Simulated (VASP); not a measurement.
Wanted: the native input for a VASP 6.6.1 run.

```
Task                   : single point
Functional             : LDA
Potentials or basis    : VASP PAW LDA potentials, release 64 (Pt)
Cutoff                 : 520 eV
k mesh                 : 21 × 21 × 10
Occupations            : gaussian, width 0.15 eV
Spin                   : collinear spin, ferromagnetic start
Starting moments       : [0.05, 0.05] μB
Fixed moment           : 0.1 μB
Dipole correction      : no
Further INCAR settings : ALGO = Normal; EDIFF = 1e-07; NBANDS = 21
```

The structure of Pt lies in POSCAR:

```
Pt
1.0
    2.8250521638      0.0000000000      0.0000000000
   -1.4125260819      2.4465669409      0.0000000000
    0.0000000000      0.0000000000      4.8781199007
Pt
2
Direct
    0.6666666667      0.3333333333      0.7500000000
    0.3333333333      0.6666666667      0.2500000000
```

These files were run (other wordings do the same):

INCAR

```
ALGO = Normal
EDIFF = 1E-7
ENCUT = 520
ISIF = 2
ISMEAR = 0
ISPIN = 2
LASPH = True
LCHARG = True
LELF = True
LMAXMIX = 4
LORBIT = 11
LREAL = False
LVHAR = True
LWAVE = False
MAGMOM = 0.05 0.05
NBANDS = 21
NELM = 150
NUPDOWN = 0.1
PREC = Accurate
SIGMA = 0.15
```

KPOINTS

```
k-points
0
Gamma
  21 21 10
```

Potentials or basis: VASP PAW LDA potentials, release 64 (Pt).

The run is started by

```sh
$ cat potpaw_LDA.64/Pt/POTCAR > POTCAR
$ mpirun -np 1 vasp_std > vasp.out
```

Results of the run:

| Quantity | Value |
| --- | --- |
| Pressure | -26.6 GPa |
| Net moment | 0.10 μB per cell |
| Site moments | Pt +0.05 μB |
| Valence electrons inside the program's atomic spheres | Pt 9.05 |

Caveat: the total moment is fixed, so each spin has its own Fermi level.

Wall time 4.2 min on 1 thread of Oxide Virtual Turin-like Processor, with other jobs on the host, peak memory 0.33 GiB.
